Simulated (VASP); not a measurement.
# Co (P-3m1) in VASP: a series of runs, part 3 of 3

VASP 6.6.1. Earlier steps stand in the parts before.

**6. Single point, LDA, collinear spin, ferromagnetic start (11.32 Å³/atom)**

This run uses another cell than the first one, of 11.32 Å³/atom.

File INCAR:

```
PREC = Accurate
ENCUT = 520
EDIFF = 1E-6
ISMEAR = -1
SIGMA = 0.05
LREAL = F
LASPH = T
NELM = 150
ALGO = Normal
ISIF = 2
LWAVE = F
LCHARG = F
ISPIN = 2
MAGMOM = 2 2
LORBIT = 11
LMAXMIX = 4
GGA = CA
NBANDS = 20
```

File KPOINTS:

```
Automatic mesh
0
Gamma
  12 12 7
```

File POSCAR:

```
Co
1.0
    2.5200971126      0.0000000000      0.0000000000
   -1.2600485563      2.1824681195      0.0000000000
    0.0000000000      0.0000000000      4.1167599708
Co
2
Direct
    0.3333333333      0.6666666667      0.7401390000
    0.6666666667      0.3333333333      0.2598610000
```

Potentials or basis: VASP PAW LDA potentials, release 64 (Co).

Started as:

```bash
$ cat potpaw_LDA.64/Co/POTCAR > POTCAR
$ mpirun -np 1 vasp_std > vasp.out
```

OUTCAR:

```text
PREC = Accurate
   ENCUT = 520
   EDIFF = 1E-6
   ISMEAR = -1
   LREAL = F
   LASPH = T
   NELM = 150
   ISIF = 2
   ISPIN = 2
   LORBIT = 11
   GGA = CA

 ion  position               nearest neighbor table
   1  0.333  0.667  0.740-   2 2.45   2 2.45   2 2.45   2 2.59   2 2.59   2 2.59
   2  0.667  0.333  0.260-   1 2.45   1 2.45   1 2.45   1 2.59   1 2.59   1 2.59

  LATTYP: Found a hexagonal cell.
 ALAT       =     2.5200971126
 C/A-ratio  =     1.6335719565

  Lattice vectors:

 A1 = (   2.5200971126,   0.0000000000,   0.0000000000)
 A2 = (  -1.2600485563,   2.1824681195,   0.0000000000)
 A3 = (   0.0000000000,   0.0000000000,   4.1167599708)

Analysis of symmetry for initial positions (statically):
=====================================================================
 Subroutine PRICEL returns:
 Original cell was already a primitive cell.

 Routine SETGRP: Setting up the symmetry group for a
 hexagonal supercell.

 Subroutine GETGRP returns: Found 12 space group operations
 (whereof 12 operations were pure point group operations)
 out of a pool of 24 trial point group operations.

The static configuration has the point symmetry D_3d.

Analysis of symmetry for dynamics (positions and initial velocities):
=====================================================================
 Subroutine PRICEL returns:
 Original cell was already a primitive cell.

 Routine SETGRP: Setting up the symmetry group for a
 hexagonal supercell.

 Subroutine GETGRP returns: Found 12 space group operations
 (whereof 12 operations were pure point group operations)
 out of a pool of 24 trial point group operations.

The dynamic configuration has the point symmetry D_3d.

Analysis of structural, dynamic, and magnetic symmetry:
=====================================================================
 Subroutine PRICEL returns:
 Original cell was already a primitive cell.

 Routine SETGRP: Setting up the symmetry group for a
 hexagonal supercell.

 Subroutine GETGRP returns: Found 12 space group operations
 (whereof 12 operations were pure point group operations)
 out of a pool of 24 trial point group operations.

The overall configuration has the point symmetry D_3d.

 Subroutine INISYM returns: Found 12 space group operations
 (whereof 12 operations are pure point group operations),
 and found     1 'primitive' translations

----------------------------------------------------------------------------------------

                                     Primitive cell

  volume of cell :      22.6423

  direct lattice vectors                    reciprocal lattice vectors
     2.520097113  0.000000000  0.000000000     0.396810105  0.229098421  0.000000000
    -1.260048556  2.182468120  0.000000000     0.000000000  0.458196842  0.000000000
     0.000000000  0.000000000  4.116759971     0.000000000  0.000000000  0.242909474

  length of vectors
     2.520097113  2.520097113  4.116759971     0.458196842  0.458196842  0.242909474

  position of ions in fractional coordinates (direct lattice)
     0.333333333  0.666666667  0.740139000
     0.666666667  0.333333333  0.259861000

  ion indices of the primitive-cell ions
[... 59 lines left out ...]
   total plane-waves  NPLWV =  12800
   dimension x,y,z NGX =    20 NGY =   20 NGZ =   32
   dimension x,y,z NGXF=    40 NGYF=   40 NGZF=   64
   ions per type =               2
   NGX,Y,Z   is equivalent  to a cutoff of  13.19, 13.19, 12.92 a.u.
   NGXF,Y,Z  is equivalent  to a cutoff of  26.39, 26.39, 25.84 a.u.
 SYSTEM =  unknown system
   PREC   = accura    normal or accurate (medium, high low for compatibility)
   ISTART =      0    job   : 0-new  1-cont  2-samecut
   ICHARG =      2    charge: 1-file 2-atom 10-const
   ISPIN  =      2    spin polarized calculation?
   LNONCOLLINEAR =      F non collinear calculations
   LSORBIT =      F    spin-orbit coupling
   LASPH  =      T    aspherical Exc in radial PAW
   ENCUT  =  520.0 eV  38.22 Ry    6.18 a.u.   4.69  4.69  7.65*2*pi/ulx,y,z
   NELM   =    150;   NELMIN=  2; NELMDL= -5     # of ELM steps
   EDIFF  = 0.1E-05   stopping-criterion for ELM
   LREAL  =      F    real-space projection
   EDIFFG = 0.1E-04   stopping-criterion for IOM
   NSW    =      0    number of steps for IOM
   IBRION =     -1    ionic relax: 0-MD 1-quasi-New 2-CG
   NFREE  =      0    steps in history (QN), initial steepest desc. (CG)
   ISIF   =      2    stress and relaxation
   ISYM   =      2    0-nonsym 1-usesym 2-fastsym
   POTIM  = 0.5000    time-step for ionic-motion
   TEBEG  =    0.0;   TEEND  =   0.0 temperature during run
   PSTRESS=    0.0 pullay stress
   NELECT =      18.0000    total number of electrons
   NUPDOWN=      -1.0000    fix difference up-down
   EMIN   =  10.00;   EMAX   =-10.00  energy-range for DOS
   EFERMI =   0.00;   METHOD = LEGACY
   ISMEAR =    -1;   SIGMA  =   0.05  broadening in eV -4-tet -1-fermi 0-gaus
   EFERMI_NEDOS =   21; number of points for ismear=-14 and -15
   IALGO  =     38    algorithm
   IMIX   =      4    mixing-type and parameters
     AMIX     =   0.40;   BMIX     =  1.00
     AMIX_MAG =   1.60;   BMIX_MAG =  1.00
  volume/ion in A,a.u.               =      11.32        76.40
  Fermi-wavevector in a.u.,A,eV,Ry     =   1.516557  2.865877 31.292656  2.299945
  Thomas-Fermi vector in A             =   2.625931
   LORBIT       =     11    0 simple, 1 ext, 2 COOP (PROOUT), +10 PAW based schemes
   GGA     = CA    functional components
   LHFCALC =     F    Hartree Fock is set to
   AEXX    =    0.0000 exact exchange contribution
   IVDW    =     0    specifies the selected vdW correction
   LEPSILON=     F    determine dielectric tensor
   LRPA    =     F    only Hartree local field effects (RPA)
 spin polarized calculation
  energy-cutoff  :      520.00
  volume of cell :       22.64
 maximum number of plane-waves:       622
 NGX is ok and might be reduce to    20
   NGX =  9   NGY =  9   NGZ = 15

 number of electron      17.9999993 magnetization       3.1871556

 Free energy of the ion-electron system (eV)
  ---------------------------------------------------
  ext. energy  EPLUGINS =         0.00000000
  ---------------------------------------------------
  free energy    TOTEN  =       -15.99796891 eV

  energy without entropy =      -15.98059775  energy(sigma->0) =      -15.98928333

 E-fermi :   9.3160     XC(G=0): -13.4858

 val. band max:        9.3158555253   @ k =  -0.0833   0.2500   0.1429
 cond. band min:       9.3163492392   @ k =   0.1667   0.0833   0.1429
 fundamental gap:      0.0004937139
 Fermi energy:         9.3159945363

 spin component 1

 k-point     1 :       0.0000    0.0000    0.0000
  band No.  band energies     occupation
      1       0.6501      1.00000
      2       4.4225      1.00000
      3       6.8525      1.00000
      4       6.9147      1.00000
      5       6.9147      1.00000
      6       7.1878      1.00000
[... 541 lines left out ...]
     19      35.0605      0.00000
     20      36.0422      0.00000

 [... further k-points ...]

 spin component 2

 k-point     1 :       0.0000    0.0000    0.0000
  band No.  band energies     occupation
      1       0.8245      1.00000
      2       5.3330      1.00000
      3       8.2888      1.00000
      4       8.3752      1.00000
      5       8.3752      1.00000
      6       8.6755      1.00000
[... 541 lines left out ...]
     19      35.3872      0.00000
     20      36.4256      0.00000

 [... further k-points ...]
[... 5 lines left out ...]
  --------------------------------------------------------------------------------------
  -------------------------------------------------------------------------------------
  Total       -3.3570550     -3.3570550     -3.7233152      0.0000000      0.0000000      0.0000000
  in kB     -237.5463198   -237.5463197   -263.4630143      0.0000000      0.0000000      0.0000000
  external PRESSURE =    -246.1852179 kB  Pullay stress =       0.0000000 kB

 VOLUME and BASIS-vectors are now :
 -----------------------------------------------------------------------------
  energy-cutoff  :      520.00
  volume of cell :       22.64
      direct lattice vectors                 reciprocal lattice vectors
     2.520097113  0.000000000  0.000000000     0.396810105  0.229098421  0.000000000
    -1.260048556  2.182468120  0.000000000     0.000000000  0.458196842  0.000000000
     0.000000000  0.000000000  4.116759971     0.000000000  0.000000000  0.242909474

 POSITION                                       TOTAL-FORCE (eV/Angst)
 -----------------------------------------------------------------------------------
     -0.00000      1.45498      3.04697         0.000000     -0.000000      0.287048
      1.26005      0.72749      1.06979        -0.000000      0.000000     -0.287048
 -----------------------------------------------------------------------------------
    total drift:                               -0.000000      0.000000      0.000000

  FREE ENERGIE OF THE ION-ELECTRON SYSTEM (eV)
  ---------------------------------------------------
  free  energy   TOTEN  =       -15.9979689148 eV

  energy  without entropy=      -15.9805977454  energy(sigma->0) =      -15.98928333

 total charge

# of ion       s       p       d       tot
------------------------------------------
    1        0.473   0.482   7.255   8.210
    2        0.473   0.482   7.255   8.210
--------------------------------------------------
tot          0.946   0.964  14.510  16.420

 magnetization (x)

# of ion       s       p       d       tot
------------------------------------------
    1       -0.012  -0.037   1.651   1.602
    2       -0.012  -0.037   1.651   1.602
--------------------------------------------------
tot         -0.024  -0.074   3.303   3.204
```

OSZICAR:

```text
N       E                     dE             d eps       ncg     rms          rms(c)
DAV:   1     0.847964616607E+02    0.84796E+02   -0.82220E+03  9352   0.123E+03
DAV:   2    -0.137463359417E+02   -0.98543E+02   -0.88896E+02  9088   0.216E+02
DAV:   3    -0.183147295968E+02   -0.45684E+01   -0.43692E+01 10148   0.567E+01
DAV:   4    -0.183857940140E+02   -0.71064E-01   -0.71003E-01 10904   0.625E+00
DAV:   5    -0.183878432994E+02   -0.20493E-02   -0.20492E-02 10556   0.100E+00    0.147E+01
DAV:   6    -0.166216386725E+02    0.17662E+01   -0.89480E+00 10092   0.612E+01    0.832E+00
DAV:   7    -0.160350577976E+02    0.58658E+00   -0.15779E+00 10144   0.237E+01    0.368E+00
DAV:   8    -0.160137902440E+02    0.21268E-01   -0.14517E-02 12432   0.974E-01    0.156E+00
DAV:   9    -0.159997288033E+02    0.14061E-01   -0.19557E-03 15172   0.749E-01    0.450E-01
DAV:  10    -0.159981383598E+02    0.15904E-02   -0.33218E-04 12544   0.200E-01    0.124E-01
DAV:  11    -0.159979865571E+02    0.15180E-03   -0.49683E-05 12404   0.896E-02    0.353E-02
DAV:  12    -0.159979753459E+02    0.11211E-04   -0.31087E-06 10848   0.164E-02    0.216E-02
DAV:  13    -0.159979687457E+02    0.66002E-05   -0.16551E-06  7052   0.156E-02    0.823E-03
DAV:  14    -0.159979689148E+02   -0.16906E-06   -0.52986E-07  5140   0.695E-03
   1 F= -.15997969E+02 E0= -.15989283E+02  d E =-.173712E-01  mag=     3.1872
```

Wall time 2.3 min (1 thread of Intel Xeon 8259CL, shared host); peak memory 0.18 GiB.

What came out:

- Free energy: -15.9980 eV
- Pressure: -24.6 GPa
- Largest force: 0.287 eV/Å
- Net moment: 3.19 μB per cell
- Site moments: Co +1.60 μB
- Valence electrons inside the program's atomic spheres: Co 8.21

Forces on the atoms (eV/Å):
```
Co   0.000  0.000  0.287
Co   0.000  0.000 -0.287
```

Stress tensor (GPa, compression positive):
```
-23.75   0.00   0.00
  0.00 -23.75   0.00
  0.00   0.00 -26.35
```

Caveat: the cell stands under tension.

**7. The runs side by side**

| level | potentials or basis | cell | k mesh | cutoff (eV) | grid for exact exchange (PRECFOCK) | share of exact exchange | gap on the mesh (eV) | pressure (GPa) | moment (μB) | largest force (eV/Å) |
| --- | --- | --- | --- | --- | --- | --- | --- | --- | --- | --- |
| PBE0 | VASP PAW PBE potentials, release 64 (Co) | a = 2.471, b = 2.471, c = 4.036 Å, angles 90.0, 90.0, 120.0°, 2 atoms | 6 × 6 × 4 | 520 | Normal | 0.25 | none | 8.3 | 3.53 | 0.29 |
| r2SCAN | VASP PAW PBE potentials, release 64 (Co_sv) | a = 2.487, b = 2.487, c = 4.063 Å, angles 90.0, 90.0, 120.0°, 2 atoms | 12 × 12 × 7 | 660 | - | - | none | -5.9 | 3.59 | 0.21 |
| LDA | VASP PAW LDA potentials, release 64 (Co) | a = 2.437, b = 2.437, c = 3.980 Å, angles 90.0, 90.0, 120.0°, 2 atoms | 12 × 12 × 7 | 520 | - | - | none | -6.0 | 2.98 | 0.62 |
| LDA | VASP PAW LDA potentials, release 64 (Co) | a = 2.471, b = 2.471, c = 4.036 Å, angles 90.0, 90.0, 120.0°, 2 atoms | 12 × 12 × 7 | 520 | - | - | none | -15.2 | 3.04 | 0.48 |
| LDA | VASP PAW LDA potentials, release 64 (Co) | a = 2.520, b = 2.520, c = 4.117 Å, angles 90.0, 90.0, 120.0°, 2 atoms | 12 × 12 × 7 | 520 | - | - | none | -24.6 | 3.19 | 0.29 |

Alike in all rows: task single point; spin collinear, ferromagnetic start; smearing fermi-dirac 0.05 eV.

Caveats: some runs use coarse meshes; the cell stands under tension (at least some runs); the PAW data sets were made with another functional, which shifts forces and pressure a little (at least some runs).

Total energies depend on the potentials used, so only differences within one code and one set of settings carry meaning.

The gap in the log of VASP goes by the Fermi energy; the results here count the filled bands.